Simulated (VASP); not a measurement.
# Ti (P6_3/mmc) in VASP: settings compared

Aim: see how the results for Ti move with the level of theory and the settings. Levels: PBE+D3(BJ), PBE+D4, revPBE+D3(BJ). Tasks: relaxation of cell and atoms, single point.

All numbers are computed with VASP 6.6.1; they aren't measurements. Logs are shortened: lines on timing, memory, paths and dates and some standing lists are left out, and cuts for length are marked.

## (1) The cell of the first run

Symmetry: P6_3/mmc, No. 194, hexagonal system. Conventional cell: a = 2.950 Å, b = 2.950 Å, c = 4.680 Å, α = 90.00°, β = 90.00°, γ = 120.00°. Within 3.8 Å of Ti (site symmetry -6m2) lie 12 Ti at 2.89 to 2.95 Å.

## (2) Relaxation of cell and atoms, PBE+D3(BJ)

Contents of INCAR:

```
SYSTEM = Ti
PREC = Accurate
ENCUT = 600
EDIFF = 1E-6
ISMEAR = -1
SIGMA = 0.05
LREAL = .FALSE.
LASPH = .TRUE.
NELM = 100
ALGO = Normal
ISIF = 3
LWAVE = .FALSE.
LCHARG = .FALSE.
GGA = PE
IVDW = 12
IBRION = 2
NSW = 60
EDIFFG = -0.01
```

Contents of KPOINTS:

```
regular mesh
0
G
  10 10 6
  0 0 0
```

Contents of POSCAR:

```
Ti
1.0
    2.9500000000      0.0000000000      0.0000000000
   -1.4750000000      2.5547749412      0.0000000000
    0.0000000000      0.0000000000      4.6800000000
Ti
2
Direct
    0.6666666667      0.3333333333      0.7500000000
    0.3333333333      0.6666666667      0.2500000000
```

Potentials or basis: VASP PAW PBE potentials, release 64 (Ti_sv).

Run with:

```
$ cat potpaw_PBE.64/Ti_sv/POTCAR > POTCAR
$ mpirun -np 1 vasp_std > vasp.out
```

OUTCAR:

```text
SYSTEM = Ti
   PREC = Accurate
   ENCUT = 600
   EDIFF = 1E-6
   ISMEAR = -1
   LREAL = .FALSE.
   LASPH = .TRUE.
   NELM = 100
   ISIF = 3
   GGA = PE
   IVDW = 12
   IBRION = 2
   NSW = 60
   EDIFFG = -0.01
 IVDW          = 12

 ion  position               nearest neighbor table
   1  0.667  0.333  0.750-   2 2.89   2 2.89   2 2.89   2 2.89   2 2.89   2 2.89
   2  0.333  0.667  0.250-   1 2.89   1 2.89   1 2.89   1 2.89   1 2.89   1 2.89

  LATTYP: Found a hexagonal cell.
 ALAT       =     2.9500000000
 C/A-ratio  =     1.5864406780

  Lattice vectors:

 A1 = (   2.9500000000,   0.0000000000,   0.0000000000)
 A2 = (  -1.4750000000,   2.5547749412,   0.0000000000)
 A3 = (   0.0000000000,   0.0000000000,   4.6800000000)

Analysis of symmetry for initial positions (statically):
=====================================================================
 Subroutine PRICEL returns:
 Original cell was already a primitive cell.

 Routine SETGRP: Setting up the symmetry group for a
 hexagonal supercell.

 Subroutine GETGRP returns: Found 24 space group operations
 (whereof 12 operations were pure point group operations)
 out of a pool of 24 trial point group operations.

The static configuration has the point symmetry D_3d.
 The point group associated with its full space group is D_6h.

Analysis of symmetry for dynamics (positions and initial velocities):
=====================================================================
 Subroutine PRICEL returns:
 Original cell was already a primitive cell.

 Routine SETGRP: Setting up the symmetry group for a
 hexagonal supercell.

 Subroutine GETGRP returns: Found 24 space group operations
 (whereof 12 operations were pure point group operations)
 out of a pool of 24 trial point group operations.

The dynamic configuration has the point symmetry D_3d.
 The point group associated with its full space group is D_6h.

 Subroutine INISYM returns: Found 24 space group operations
 (whereof 12 operations are pure point group operations),
 and found     1 'primitive' translations

----------------------------------------------------------------------------------------

                                     Primitive cell

  volume of cell :      35.2712

  direct lattice vectors                    reciprocal lattice vectors
     2.950000000  0.000000000  0.000000000     0.338983051  0.195711956  0.000000000
    -1.475000000  2.554774941  0.000000000     0.000000000  0.391423911  0.000000000
     0.000000000  0.000000000  4.680000000     0.000000000  0.000000000  0.213675214

  length of vectors
     2.950000000  2.950000000  4.680000000     0.391423911  0.391423911  0.213675214

  position of ions in fractional coordinates (direct lattice)
     0.666666667  0.333333333  0.750000000
     0.333333333  0.666666667  0.250000000

  ion indices of the primitive-cell ions
   primitive index   ion index
                 1           1
                 2           2

----------------------------------------------------------------------------------------

 KPOINTS: regular mesh

Automatic generation of k-mesh.
 Grid dimensions read from file:
 generate k-points for:   10   10    6

 Generating k-lattice:

  Cartesian coordinates                     Fractional coordinates (reciprocal lattice)
     0.033898305  0.019571196  0.000000000     0.100000000 -0.000000000  0.000000000
     0.000000000  0.039142391  0.000000000     0.000000000  0.100000000  0.000000000
     0.000000000  0.000000000  0.035612536     0.000000000  0.000000000  0.166666667

  Length of vectors
     0.039142391  0.039142391  0.035612536

  Shift w.r.t. Gamma in fractional coordinates (k-lattice)
     0.000000000  0.000000000  0.000000000

 Subroutine IBZKPT returns following result:
 ===========================================

 Found     56 irreducible k-points:

 Following reciprocal coordinates:
            Coordinates               Weight
  0.000000  0.000000  0.000000      1.000000
  0.100000  0.000000  0.000000      6.000000
  0.200000  0.000000  0.000000      6.000000
  0.300000  0.000000  0.000000      6.000000
  0.400000  0.000000  0.000000      6.000000
  0.500000  0.000000  0.000000      3.000000
[... 16 lines left out ...]
  0.300000  0.100000  0.166667     24.000000
  0.400000  0.100000  0.166667     24.000000
 [... further k-points ...]
   k-points           NKPTS =     56   k-points in BZ     NKDIM =     56   number of bands    NBANDS=     16
   number of dos      NEDOS =    301   number of ions     NIONS =      2
   total plane-waves  NPLWV =  23040
   dimension x,y,z NGX =    24 NGY =   24 NGZ =   40
   dimension x,y,z NGXF=    48 NGYF=   48 NGZF=   80
   ions per type =               2
   NGX,Y,Z   is equivalent  to a cutoff of  13.53, 13.53, 14.21 a.u.
   NGXF,Y,Z  is equivalent  to a cutoff of  27.05, 27.05, 28.42 a.u.
 SYSTEM =  Ti
   PREC   = accura    normal or accurate (medium, high low for compatibility)
   ISTART =      0    job   : 0-new  1-cont  2-samecut
   ICHARG =      2    charge: 1-file 2-atom 10-const
   ISPIN  =      1    spin polarized calculation?
   LNONCOLLINEAR =      F non collinear calculations
   LSORBIT =      F    spin-orbit coupling
   LASPH  =      T    aspherical Exc in radial PAW
   ENCUT  =  600.0 eV  44.10 Ry    6.64 a.u.   5.89  5.89  9.35*2*pi/ulx,y,z
   NELM   =    100;   NELMIN=  2; NELMDL= -5     # of ELM steps
   EDIFF  = 0.1E-05   stopping-criterion for ELM
   LREAL  =      F    real-space projection
   EDIFFG = -.1E-01   stopping-criterion for IOM
   NSW    =     60    number of steps for IOM
   IBRION =      2    ionic relax: 0-MD 1-quasi-New 2-CG
   NFREE  =      1    steps in history (QN), initial steepest desc. (CG)
   ISIF   =      3    stress and relaxation
   ISYM   =      2    0-nonsym 1-usesym 2-fastsym
   POTIM  = 0.5000    time-step for ionic-motion
   TEBEG  =    0.0;   TEEND  =   0.0 temperature during run
   PSTRESS=    0.0 pullay stress
   NELECT =      24.0000    total number of electrons
   NUPDOWN=      -1.0000    fix difference up-down
   EMIN   =  10.00;   EMAX   =-10.00  energy-range for DOS
   EFERMI =   0.00;   METHOD = LEGACY
   ISMEAR =    -1;   SIGMA  =   0.05  broadening in eV -4-tet -1-fermi 0-gaus
   EFERMI_NEDOS =   21; number of points for ismear=-14 and -15
   IALGO  =     38    algorithm
   IMIX   =      4    mixing-type and parameters
     AMIX     =   0.40;   BMIX     =  1.00
     AMIX_MAG =   1.60;   BMIX_MAG =  1.00
  volume/ion in A,a.u.               =      17.64       119.01
  Fermi-wavevector in a.u.,A,eV,Ry     =   1.439920  2.721055 28.209912  2.073370
  Thomas-Fermi vector in A             =   2.558722
   LORBIT       =      0    0 simple, 1 ext, 2 COOP (PROOUT), +10 PAW based schemes
   GGA     = PE    functional components
   LHFCALC =     F    Hartree Fock is set to
   AEXX    =    0.0000 exact exchange contribution
   IVDW    =    12    specifies the selected vdW correction
   LEPSILON=     F    determine dielectric tensor
   LRPA    =     F    only Hartree local field effects (RPA)
 conjugate gradient relaxation of ions
 non-spin polarized calculation
  energy-cutoff  :      600.00
  volume of cell :       35.27
 maximum number of plane-waves:      1194
 NGX is ok and might be reduce to    24
   NGX = 11   NGY = 11   NGZ = 19

--------------------------------------- Ionic step        1  -------------------------------------------

 number of electron      23.9999997 magnetization

 Free energy of the ion-electron system (eV)
  ---------------------------------------------------
  ext. energy  EPLUGINS =         0.00000000
  ---------------------------------------------------
  free energy    TOTEN  =       -15.67531980 eV

  energy without entropy =      -15.65567249  energy(sigma->0) =      -15.66549614

------------------------ aborting loop because EDIFF is reached ----------------------------------------

 Edisp (eV)   -1.18418

 E8    (eV) :    -0.5617

  FORCE on cell =-STRESS in cart. coord.  units (eV):
  Direction    XX          YY          ZZ          XY          YZ          ZX
  --------------------------------------------------------------------------------------
  -------------------------------------------------------------------------------------
  Total      -1.57998    -1.57998    -1.67069     0.00000     0.00000     0.00000
  in kB     -71.76995   -71.76995   -75.89017     0.00000     0.00000     0.00000
  external pressure =      -73.14 kB  Pullay stress =        0.00 kB
[... 97 lines left out ...]
  FREE ENERGIE OF THE ION-ELECTRON SYSTEM (eV)
  ---------------------------------------------------
  free  energy   TOTEN  =       -16.9165254277 eV

  energy  without entropy=      -16.8975712578  energy(sigma->0) =      -16.90704834

[... ionic steps 4 to 8 ...]

--------------------------------------- Ionic step        9  -------------------------------------------

 number of electron      24.0000002 magnetization

------------------------ aborting loop because EDIFF is reached ----------------------------------------

 Edisp (eV)   -1.27200

 E8    (eV) :    -0.6041
[... 69 lines left out ...]
  energy  without entropy=      -16.8977932459  energy(sigma->0) =      -16.90719921

--------------------------------------- Ionic step       11  -------------------------------------------

 number of electron      24.0000002 magnetization

 Free energy of the ion-electron system (eV)
  ---------------------------------------------------
  ext. energy  EPLUGINS =         0.00000000
  ---------------------------------------------------
  free energy    TOTEN  =       -15.64306868 eV

  energy without entropy =      -15.62437358  energy(sigma->0) =      -15.63372113

 E-fermi :   8.9191     XC(G=0): -11.7559

 val. band max:        8.9038328547   @ k =   0.3000   0.2000   0.5000
 cond. band min:       8.9534882489   @ k =   0.3000   0.2000   0.3333
 fundamental gap:      0.0496553942
 Fermi energy:         8.9190616541

 k-point     1 :       0.0000    0.0000    0.0000
  band No.  band energies     occupation
      1     -47.8463      2.00000
      2     -47.6739      2.00000
      3     -24.5047      2.00000
      4     -23.7431      2.00000
      5     -23.7431      2.00000
      6     -23.6562      2.00000
[... 8 lines left out ...]
     15      10.2720      0.00000
     16      10.2720      0.00000
[... 420 lines left out ...]
  band No.  band energies     occupation
      1     -47.6967      2.00000
      2     -47.6479      2.00000
      3     -24.3271      2.00000
      4     -24.1898      2.00000
      5     -24.0613      2.00000
      6     -23.9175      2.00000
[... 8 lines left out ...]
     15      10.1735      0.00000
     16      12.1867      0.00000

 [... further k-points ...]

------------------------ aborting loop because EDIFF is reached ----------------------------------------

 Edisp (eV)   -1.27356

 E8    (eV) :    -0.6048

  FORCE on cell =-STRESS in cart. coord.  units (eV):
  Direction    XX          YY          ZZ          XY          YZ          ZX
  --------------------------------------------------------------------------------------
  -------------------------------------------------------------------------------------
  Total       0.00232     0.00232     0.00634     0.00000     0.00000    -0.00000
  in kB       0.11286     0.11286     0.30858     0.00000     0.00000    -0.00000
  external pressure =        0.18 kB  Pullay stress =        0.00 kB
[... 17 lines left out ...]
  FREE ENERGIE OF THE ION-ELECTRON SYSTEM (eV)
  ---------------------------------------------------
  free  energy   TOTEN  =       -16.9166266081 eV

  energy  without entropy=      -16.8979315115  energy(sigma->0) =      -16.90727906

 reached required accuracy - stopping structural energy minimisation
```

Wall time 83 s (1 thread of Intel Xeon 6975P-C (Granite Rapids), shared host); peak memory 0.19 GiB.

Results:

```yaml
Free_energy: -16.9166 eV
Relaxed_volume: 16.45 Å³/atom
Relaxed_cell: a = 2.887 Å, b = 2.887 Å, c = 4.557 Å, α = 90.00°, β = 90.00°, γ = 120.00°
Space_group_after_relaxing_to_0.05_Å: P6_3/mmc (No. 194)
Energy_gained_by_relaxing: 28.6 meV/atom
Ionic_steps: 11
Pressure_after_relaxing: 0.0 GPa
Band_gap_on_the_k_mesh: zero (band 12 reaches 9.73 eV, above the bottom of band 13 at 8.72 eV)
Dispersion_energy_per_atom: -0.637 eV
```

Step by step:
| step | energy change (eV) | largest force (eV/Å) | pressure (GPa) | volume (Å³) |
| --- | --- | --- | --- | --- |
| 1 | 0.0000 | 0.0000 | -7.31 | 35.27 |
| 2 | -0.0266 | 0.0000 | 6.36 | 31.32 |
| 3 | -0.0570 | 0.0000 | -0.04 | 32.91 |
| 4 | -0.0570 | 0.0000 | 0.11 | 32.87 |
| 5 | -0.0571 | 0.0000 | -0.04 | 32.92 |
| 6 | -0.0571 | 0.0000 | 0.02 | 32.93 |
| 7 | -0.0571 | 0.0000 | -0.16 | 32.95 |
| 8 | -0.0571 | 0.0000 | -0.21 | 32.94 |
| 9 | -0.0571 | 0.0000 | -0.19 | 32.94 |
| 10 | -0.0571 | 0.0000 | -0.11 | 32.93 |
| 11 | -0.0571 | 0.0000 | 0.02 | 32.90 |

Final structure:
```yaml
crystal:
  lattice:
    - [2.88714, 0.00000, 0.00000]
    - [-1.44357, 2.50034, 0.00000]
    - [0.00000, 0.00000, 4.55715]
  atoms:
    - { symbol: Ti, position: [0.66667, 0.33333, 0.75000] }
    - { symbol: Ti, position: [0.33333, 0.66667, 0.25000] }
```

Caveat: pairwise dispersion overbinds metals, which lowers pressure and volume.

## (3) Relaxation of cell and atoms, PBE+D4

Contents of INCAR:

```
PREC = Accurate
ENCUT = 600
EDIFF = 1E-7
ISMEAR = -1
SIGMA = 0.05
LREAL = F
LASPH = T
NELM = 100
ALGO = Normal
ISIF = 3
LWAVE = F
LCHARG = F
GGA = PE
IVDW = 13
IBRION = 2
NSW = 60
EDIFFG = -0.01
```

Contents of KPOINTS:

```
regular mesh
0
Gamma
  10 10 6
```

POSCAR is that of step 2.

Potentials or basis: VASP PAW PBE potentials, release 64 (Ti_sv).

Run with:

```
$ cat potpaw_PBE.64/Ti_sv/POTCAR > POTCAR
$ mpirun -np 1 vasp_std > vasp.out
```

It took 74 s on 1 thread of Intel Xeon 6975P-C (Granite Rapids), shared host; peak memory 0.18 GiB.

The run converged. Its results:

```yaml
Free_energy: -16.0855 eV
Relaxed_volume: 17.06 Å³/atom
Relaxed_cell: a = 2.922 Å, b = 2.922 Å, c = 4.614 Å, α = 90.00°, β = 90.00°, γ = 120.00°
Space_group_after_relaxing_to_0.05_Å: P6_3/mmc (No. 194)
Energy_gained_by_relaxing: 6.4 meV/atom
Ionic_steps: 8
Pressure_after_relaxing: 0.1 GPa
Band_gap_on_the_k_mesh: zero (band 12 reaches 9.31 eV, above the bottom of band 13 at 8.31 eV)
Dispersion_energy_per_atom: -0.205 eV
```

The path:
| step | energy change (eV) | largest force (eV/Å) | pressure (GPa) | volume (Å³) |
| --- | --- | --- | --- | --- |
| 1 | 0.0000 | 0.0000 | -3.50 | 35.27 |
| 2 | -0.0061 | 0.0000 | 2.77 | 33.34 |
| 3 | -0.0128 | 0.0000 | 0.00 | 34.13 |
| 4 | -0.0128 | 0.0000 | 0.07 | 34.11 |
| 5 | -0.0128 | 0.0000 | 0.07 | 34.11 |
| 6 | -0.0129 | 0.0000 | 0.07 | 34.11 |
| 7 | -0.0129 | 0.0000 | 0.07 | 34.11 |
| 8 | -0.0129 | 0.0000 | 0.07 | 34.11 |

Final structure:
```yaml
crystal:
  lattice:
    - [2.92182, 0.00000, 0.00000]
    - [-1.46091, 2.53037, 0.00000]
    - [0.00000, 0.00000, 4.61402]
  atoms:
    - { symbol: Ti, position: [0.66667, 0.33333, 0.75000] }
    - { symbol: Ti, position: [0.33333, 0.66667, 0.25000] }
```

Levels at points of the mesh, in eV from the Fermi level:
| k point | band 10 | band 11 | band 12 | band 13 | band 14 | band 15 |
| --- | --- | --- | --- | --- | --- | --- |
| (0.00, 0.00, 0.00) | -2.72 | 0.79 | 0.79 | 0.86 | 0.93 | 1.31 |
| (0.50, 0.00, 0.00) | -2.20 | -1.88 | -0.61 | 0.48 | 0.66 | 1.22 |
| (0.00, 0.00, 0.50) | -4.35 | 0.10 | 0.10 | 0.69 | 0.69 | 0.69 |
| (0.50, 0.00, 0.50) | -2.58 | -0.82 | -0.82 | 1.38 | 1.38 | 1.76 |

Caveat: pairwise dispersion overbinds metals, which lowers pressure and volume.

[end of part 1 of 2]
